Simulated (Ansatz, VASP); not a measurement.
## One calculation of Mg2O, two programs

```
CELL_PARAMETERS angstrom
3.04793 0.00000 0.00000
0.00000 3.04793 0.00000
0.00000 0.00000 8.95505
ATOMIC_POSITIONS crystal
Mg 0.50000 0.00000 0.11834
Mg 0.00000 0.50000 0.88166
Mg 0.00000 0.50000 0.37486
Mg 0.50000 0.00000 0.62514
O 0.50000 0.00000 0.88125
O 0.00000 0.50000 0.11875
```

Alike in both runs: functional PBE; k mesh 5 × 5 × 2; occupations gaussian, width 0.2 eV; no spin polarisation.

Ansatz relaxed the structure, and its values are those at the end. VASP's run is a single point on that final structure, the one shown.

|  | VASP | Ansatz |
| --- | --- | --- |
| version | VASP 6.6.1 | Ansatz 0.2.0 |
| potentials or method | VASP PAW PBE potentials, release 64 (Mg, O), cutoff 520 eV | scalar-relativistic, plane waves, PAW |
| valence electrons in the cell | 20 | 52 |

VASP gave:

```
gap on the k mesh at the Fermi level (eV) : none
pressure (GPa)                            : -0.5
rms of the force components (eV/Å)        : 0.008
```

Question: Estimate Ansatz's values.

Answer: gap on the k mesh at the Fermi level (eV): none; pressure (GPa): -0.1; rms of the force components (eV/Å): 0.011.

A gap of «none» marks a metal or a gap that the smearing closes. VASP's potentials hold 20 valence electrons a cell and Ansatz's 52, so a difference there can come from the potentials and not from the codes.

The k mesh is coarse, so the values compare programs but aren't converged.
